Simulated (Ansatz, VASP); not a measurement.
## One calculation of GaSi3S2, two programs

```
Ga Si S
1.0
     8.30465    0.00000    0.00000
    -4.15232    7.19204    0.00000
     0.00000    0.00000    2.37818
Ga Si S
1 3 2
Direct
  0.00000 0.00000 0.00000
  0.50000 0.00000 0.50000
  0.00000 0.50000 0.50000
  0.50000 0.50000 0.50000
  0.33333 0.66667 0.50000
  0.66667 0.33333 0.50000
```

Alike in both runs: functional PBE; k mesh 3 × 3 × 8; occupations gaussian, width 0.1 eV; no spin polarisation.

Ansatz relaxed the structure, and its values are those at the end. VASP's run is a single point on that final structure, the one shown.

```csv
,VASP,Ansatz
version,VASP 6.6.1,Ansatz 0.2.0
potentials or method,"VASP PAW PBE potentials, release 64 (Ga_d, Si, S), cutoff 520 eV","scalar-relativistic, plane waves, PAW"
valence electrons in the cell,37,37
```

|  | VASP | Ansatz | Ansatz less VASP |
| --- | --- | --- | --- |
| gap on the k mesh at the Fermi level (eV) | none | none | - |
| pressure (GPa) | 0.0 | 0.0 | +0.05 |

A gap of «none» marks a metal or a gap that the smearing closes.
